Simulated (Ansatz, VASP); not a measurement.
Two plane-wave programs on LiH

```
CELL_PARAMETERS angstrom
2.03675 2.03675 0.00000
-2.03675 2.03675 0.00000
0.00000 2.03675 2.03675
ATOMIC_POSITIONS crystal
Li 0.00000 0.00000 0.00000
H 0.50000 0.50000 0.00000
```

Alike in both runs: task relaxation of cell and atoms; functional PBEsol; k mesh 14 × 14 × 14; occupations fermi-dirac, width 0.05 eV; no spin polarisation.

|  | VASP | Ansatz |
| --- | --- | --- |
| version | VASP 6.6.1 | Ansatz 0.2.0 |
| potentials or method | VASP PAW PBE potentials, release 64 (Li_sv, H) | PAW with Ansatz's default frozen-core files, scalar-relativistic |
| plane-wave cutoff (eV) | 600 | 420 |
| valence electrons in the cell | 4 | 4 |

|  | VASP | Ansatz | Ansatz less VASP |
| --- | --- | --- | --- |
| relaxed volume (Å³/atom) | 7.84 | 7.89 | +0.045 |
| relaxed cell length with the largest relative difference (Å) | 2.809 | 2.815 | +0.0054 |

VASP's potentials were made for PBE, not for PBEsol.

Noted on VASP's run: the cutoff is short for stress, so the pressure is rough.
